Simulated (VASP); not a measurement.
# AlN (P6_3mc) in VASP: a series of runs, part 2 of 2

VASP 6.6.1.

## Step 5: Single point, r2SCAN

This run uses another cell than the first one, of 10.40 Å³/atom, 1.148 times its volume.

File POSCAR:

```
AlN
1.0
    3.1066970538      0.0000000000      0.0000000000
   -1.5533485269      2.6904785705      0.0000000000
    0.0000000000      0.0000000000      4.9785739288
Al N
2 2
Direct
    0.6666666667      0.3333333333      0.4992049920
    0.3333333333      0.6666666667      0.9992049920
    0.6666666667      0.3333333333      0.8807950080
    0.3333333333      0.6666666667      0.3807950080
```

File INCAR.step1:

```
PREC     = Accurate       # precision mode
ENCUT    = 520            # plane-wave cutoff, eV
ISMEAR   = 0              # smearing method
SIGMA    = 0.02           # smearing width, eV
LREAL    = False          # projectors in reciprocal space
LASPH    = True           # aspherical terms in the spheres
NELM     = 100            # most SCF steps
NBANDS   = 16             # bands
GGA      = PE             # functional
ALGO     = Normal         # electronic algorithm
EDIFF    = 1E-4           # SCF threshold, eV
LWAVE    = True           # write WAVECAR
LCHARG   = False          # write CHGCAR
```

File INCAR.step2:

```
PREC     = Accurate       # precision mode
ENCUT    = 520            # plane-wave cutoff, eV
EDIFF    = 1E-7           # SCF threshold, eV
ISMEAR   = 0              # smearing method
SIGMA    = 0.02           # smearing width, eV
LREAL    = False          # projectors in reciprocal space
LASPH    = True           # aspherical terms in the spheres
NELM     = 100            # most SCF steps
ALGO     = Normal         # electronic algorithm
ISIF     = 2              # what is computed and relaxed
LWAVE    = False          # write WAVECAR
LCHARG   = True           # write CHGCAR
METAGGA  = R2SCAN         # meta-GGA
LMIXTAU  = True         
LELF     = True           # ELF
LVHAR    = True         
NBANDS   = 16             # bands
ISTART   = 1
```

File KPOINTS:

```
Automatic mesh
0
Gamma
  12 12 6
```

Potentials or basis: VASP PAW PBE potentials, release 64 (Al, N).

Run with:

```bash
$ cat potpaw_PBE.64/Al/POTCAR potpaw_PBE.64/N/POTCAR > POTCAR
$ cp INCAR.step1 INCAR
$ mpirun -np 1 vasp_std > vasp.out
$ cp INCAR.step2 INCAR
$ mpirun -np 1 vasp_std > vasp.out
```

OUTCAR:

```text
PREC = Accurate
   ENCUT = 520
   EDIFF = 1E-7
   ISMEAR = 0
   LREAL = False
   LASPH = True
   NELM = 100
   ISIF = 2
   METAGGA = R2SCAN
   ISTART = 1

 ion  position               nearest neighbor table
   1  0.667  0.333  0.499-   4 1.89   4 1.89   4 1.89   3 1.90   2 3.07   2 3.07   2 3.07   2 3.07
                             2 3.07   2 3.07
   2  0.333  0.667  0.999-   3 1.89   3 1.89   3 1.89   4 1.90   1 3.07   1 3.07   1 3.07   1 3.07
                             1 3.07   1 3.07
   3  0.667  0.333  0.881-   2 1.89   2 1.89   2 1.89   1 1.90
   4  0.333  0.667  0.381-   1 1.89   1 1.89   1 1.89   2 1.90

  LATTYP: Found a hexagonal cell.
 ALAT       =     3.1066970538
 C/A-ratio  =     1.6025295813

  Lattice vectors:

 A1 = (   3.1066970538,   0.0000000000,   0.0000000000)
 A2 = (  -1.5533485269,   2.6904785705,   0.0000000000)
 A3 = (   0.0000000000,   0.0000000000,   4.9785739288)

Analysis of symmetry for initial positions (statically):
=====================================================================
 Subroutine PRICEL returns:
 Original cell was already a primitive cell.
[... 173 lines left out ...]
  free energy    TOTEN  =       -38.45646279 eV

  energy without entropy =      -38.45646279  energy(sigma->0) =      -38.45646279

 E-fermi :   6.0394     XC(G=0): -11.4167

 val. band max:        5.9174028400   @ k =   0.0000   0.0000   0.0000
 cond. band min:      10.8380477952   @ k =   0.0000   0.0000   0.0000
 fundamental gap:      4.9206449552
 Fermi energy:         6.0394193428

 k-point     1 :       0.0000    0.0000    0.0000
  band No.  band energies     occupation
      1     -10.0626      2.00000
      2      -7.9408      2.00000
      3      -0.1516      2.00000
      4       5.0336      2.00000
      5       5.0336      2.00000
      6       5.6943      2.00000
[... 433 lines left out ...]
      3       0.9527      2.00000
      4       1.9310      2.00000
      5       2.5409      2.00000
      6       4.1067      2.00000
[... 8 lines left out ...]
     15      19.4227      0.00000
     16      21.3270      0.00000

 [... further k-points ...]
[... 5 lines left out ...]
  --------------------------------------------------------------------------------------
  -------------------------------------------------------------------------------------
  Total       -0.1024535     -0.1024535     -0.0949003      0.0000000      0.0000000      0.0000000
  in kB       -3.9446074     -3.9446074     -3.6538002      0.0000000      0.0000000      0.0000000
  external PRESSURE =      -3.8476716 kB  Pullay stress =       0.0000000 kB

 VOLUME and BASIS-vectors are now :
 -----------------------------------------------------------------------------
  energy-cutoff  :      520.00
  volume of cell :       41.61
      direct lattice vectors                 reciprocal lattice vectors
     3.106697054  0.000000000  0.000000000     0.321885264  0.185840544  0.000000000
    -1.553348527  2.690478570  0.000000000     0.000000000  0.371681087  0.000000000
     0.000000000  0.000000000  4.978573929     0.000000000  0.000000000  0.200860731

 POSITION                                       TOTAL-FORCE (eV/Angst)
 -----------------------------------------------------------------------------------
      1.55335      0.89683      2.48533         0.000000     -0.000000     -0.003370
     -0.00000      1.79365      4.97462        -0.000000      0.000000     -0.003370
      1.55335      0.89683      4.38510         0.000000     -0.000000      0.003370
     -0.00000      1.79365      1.89582        -0.000000     -0.000000      0.003370
 -----------------------------------------------------------------------------------
    total drift:                               -0.000000     -0.000000     -0.025622

  FREE ENERGIE OF THE ION-ELECTRON SYSTEM (eV)
  ---------------------------------------------------
  free  energy   TOTEN  =       -38.4564627859 eV

  energy  without entropy=      -38.4564627859  energy(sigma->0) =      -38.45646279
```

OUTCAR.step1:

```text
PREC = Accurate
   ENCUT = 520
   ISMEAR = 0
   LREAL = False
   LASPH = True
[... 689 lines left out ...]
      1.55335      0.89683      2.48533         0.000000      0.000000     -0.009063
     -0.00000      1.79365      4.97462        -0.000000      0.000000     -0.009063
      1.55335      0.89683      4.38510        -0.000000      0.000000      0.009063
     -0.00000      1.79365      1.89582        -0.000000     -0.000000      0.009063
 -----------------------------------------------------------------------------------
    total drift:                               -0.000000      0.000000     -0.001000

  FREE ENERGIE OF THE ION-ELECTRON SYSTEM (eV)
  ---------------------------------------------------
  free  energy   TOTEN  =       -29.7678484779 eV

  energy  without entropy=      -29.7678484779  energy(sigma->0) =      -29.76784848
```

Run time: 2.9 min. Hardware: 1 thread of Intel Xeon Platinum 8488C (Sapphire Rapids), shared host; peak memory 0.19 GiB.

Results:

| Property | Result |
| --- | --- |
| Free energy | -38.4565 eV |
| Pressure | -0.4 GPa |
| Largest force | 0.003 eV/Å |
| Band gap on the k mesh | 4.92 eV, direct |

Forces in eV/Å, atoms in the order of the input:
```
Al   0.000  0.000 -0.003
Al   0.000  0.000 -0.003
N    0.000  0.000  0.003
N    0.000  0.000  0.003
```

Levels at points of the mesh, in eV from the valence-band top:
| k point | band 5 | band 6 | band 7 | band 8 | band 9 | band 10 | band 11 | band 12 |
| --- | --- | --- | --- | --- | --- | --- | --- | --- |
| (0.00, 0.00, 0.00) | -0.88 | -0.22 | -0.22 | 0.00 | 4.92 | 7.54 | 11.62 | 12.05 |
| (0.50, 0.00, 0.00) | -3.39 | -2.14 | -1.77 | -0.71 | 6.45 | 6.56 | 9.05 | 11.26 |
| (0.00, 0.00, 0.50) | -0.56 | -0.56 | -0.56 | -0.56 | 7.26 | 7.26 | 11.32 | 11.32 |
| (0.50, 0.00, 0.50) | -1.50 | -1.50 | -1.39 | -1.39 | 6.00 | 6.00 | 10.15 | 10.15 |

Caveat: the PAW data sets were made with another functional, which shifts forces and pressure a little.

## Step 6: Single point, r2SCAN

This run uses another cell than the first one, of 10.40 Å³/atom, 1.148 times its volume.

POSCAR is that of step 5.

File INCAR.step1:

```
SYSTEM = AlN
PREC = Accurate
ENCUT = 520
ISMEAR = 0
SIGMA = 0.02
LREAL = .False.
LASPH = .True.
NELM = 60
NBANDS = 16
GGA = PE
ALGO = Normal
EDIFF = 1E-4
LWAVE = .True.
LCHARG = .False.
```

File INCAR.step2:

```
SYSTEM = AlN
PREC = Accurate
ENCUT = 520
EDIFF = 1E-7
ISMEAR = 0
SIGMA = 0.02
LREAL = .False.
LASPH = .True.
NELM = 60
ALGO = Normal
ISIF = 2
LWAVE = .False.
LCHARG = .False.
METAGGA = R2SCAN
LMIXTAU = .True.
NBANDS = 16
ISTART = 1
```

File KPOINTS:

```
regular mesh
0
Gamma
  12 12 6
  0 0 0
```

Potentials or basis: VASP PAW PBE potentials, release 64 (Al, N).

Run with:

```bash
$ cat potpaw_PBE.64/Al/POTCAR potpaw_PBE.64/N/POTCAR > POTCAR
$ cp INCAR.step1 INCAR
$ mpirun -np 1 vasp_std > vasp.out
$ cp INCAR.step2 INCAR
$ mpirun -np 1 vasp_std > vasp.out
```

OUTCAR:

```text
SYSTEM = AlN
   PREC = Accurate
   ENCUT = 520
   EDIFF = 1E-7
   ISMEAR = 0
   LREAL = .False.
   LASPH = .True.
   NELM = 60
   ISIF = 2
   METAGGA = R2SCAN
   ISTART = 1

 ion  position               nearest neighbor table
   1  0.667  0.333  0.499-   4 1.89   4 1.89   4 1.89   3 1.90   2 3.07   2 3.07   2 3.07   2 3.07
                             2 3.07   2 3.07
   2  0.333  0.667  0.999-   3 1.89   3 1.89   3 1.89   4 1.90   1 3.07   1 3.07   1 3.07   1 3.07
                             1 3.07   1 3.07
   3  0.667  0.333  0.881-   2 1.89   2 1.89   2 1.89   1 1.90
   4  0.333  0.667  0.381-   1 1.89   1 1.89   1 1.89   2 1.90

  LATTYP: Found a hexagonal cell.
 ALAT       =     3.1066970538
 C/A-ratio  =     1.6025295813

  Lattice vectors:

 A1 = (   3.1066970538,   0.0000000000,   0.0000000000)
 A2 = (  -1.5533485269,   2.6904785705,   0.0000000000)
 A3 = (   0.0000000000,   0.0000000000,   4.9785739288)

Analysis of symmetry for initial positions (statically):
=====================================================================
 Subroutine PRICEL returns:
 Original cell was already a primitive cell.

 Routine SETGRP: Setting up the symmetry group for a
 hexagonal supercell.
[... 171 lines left out ...]

  energy without entropy =      -38.45646279  energy(sigma->0) =      -38.45646279

 E-fermi :   6.0394     XC(G=0): -11.4167

 val. band max:        5.9174028400   @ k =   0.0000   0.0000   0.0000
 cond. band min:      10.8380477952   @ k =   0.0000   0.0000   0.0000
 fundamental gap:      4.9206449552
 Fermi energy:         6.0394193428

 k-point     1 :       0.0000    0.0000    0.0000
  band No.  band energies     occupation
      1     -10.0626      2.00000
      2      -7.9408      2.00000
      3      -0.1516      2.00000
      4       5.0336      2.00000
      5       5.0336      2.00000
      6       5.6943      2.00000
[... 433 lines left out ...]
      3       0.9527      2.00000
      4       1.9310      2.00000
      5       2.5409      2.00000
      6       4.1067      2.00000
[... 8 lines left out ...]
     15      19.4227      0.00000
     16      21.3270      0.00000

 [... further k-points ...]
[... 5 lines left out ...]
  --------------------------------------------------------------------------------------
  -------------------------------------------------------------------------------------
  Total       -0.1024535     -0.1024535     -0.0949003      0.0000000      0.0000000      0.0000000
  in kB       -3.9446074     -3.9446074     -3.6538002      0.0000000      0.0000000      0.0000000
  external PRESSURE =      -3.8476716 kB  Pullay stress =       0.0000000 kB

 VOLUME and BASIS-vectors are now :
 -----------------------------------------------------------------------------
  energy-cutoff  :      520.00
  volume of cell :       41.61
      direct lattice vectors                 reciprocal lattice vectors
     3.106697054  0.000000000  0.000000000     0.321885264  0.185840544  0.000000000
    -1.553348527  2.690478570  0.000000000     0.000000000  0.371681087  0.000000000
     0.000000000  0.000000000  4.978573929     0.000000000  0.000000000  0.200860731

 POSITION                                       TOTAL-FORCE (eV/Angst)
 -----------------------------------------------------------------------------------
      1.55335      0.89683      2.48533         0.000000     -0.000000     -0.003370
     -0.00000      1.79365      4.97462        -0.000000      0.000000     -0.003370
      1.55335      0.89683      4.38510         0.000000     -0.000000      0.003370
     -0.00000      1.79365      1.89582        -0.000000     -0.000000      0.003370
 -----------------------------------------------------------------------------------
    total drift:                               -0.000000     -0.000000     -0.025622

  FREE ENERGIE OF THE ION-ELECTRON SYSTEM (eV)
  ---------------------------------------------------
  free  energy   TOTEN  =       -38.4564627859 eV

  energy  without entropy=      -38.4564627859  energy(sigma->0) =      -38.45646279
```

It took 3 min on 1 thread of Intel Xeon Platinum 8488C (Sapphire Rapids), shared host; peak memory 0.19 GiB.

Results:

```yaml
Free_energy: -38.4565 eV
Pressure: -0.4 GPa
Largest_force: 0.003 eV/Å
Band_gap_on_the_k_mesh: 4.92 eV, direct
```

Forces in eV/Å, atoms in the order of the input:
```
Al   0.000  0.000 -0.003
Al   0.000  0.000 -0.003
N    0.000  0.000  0.003
N    0.000  0.000  0.003
```

Caveat: the PAW data sets were made with another functional, which shifts forces and pressure a little. A k mesh can miss the band edges.

## Step 7: Summary

| cell | gap on the mesh (eV) | pressure (GPa) |
| --- | --- | --- |
| a = 2.967, b = 2.967, c = 4.755 Å, angles 90.0, 90.0, 120.0°, 4 atoms | 5.77 | 37.8 |
| a = 3.013, b = 3.013, c = 4.829 Å, angles 90.0, 90.0, 120.0°, 4 atoms | 5.74 | 22.7 |
| a = 3.060, b = 3.060, c = 4.904 Å, angles 90.0, 90.0, 120.0°, 4 atoms | 5.34 | 10.1 |
| a = 3.107, b = 3.107, c = 4.979 Å, angles 90.0, 90.0, 120.0°, 4 atoms | 4.92 | -0.4 |

Alike in all rows: task single point; level r2SCAN; potentials or basis VASP PAW PBE potentials, release 64 (Al, N); no spin polarisation; k mesh 12 × 12 × 6; cutoff (eV) 520; smearing gaussian 0.02 eV.

Caveats: the PAW data sets were made with another functional, which shifts forces and pressure a little.

Absolute energies hang on the potentials; compare differences alone.
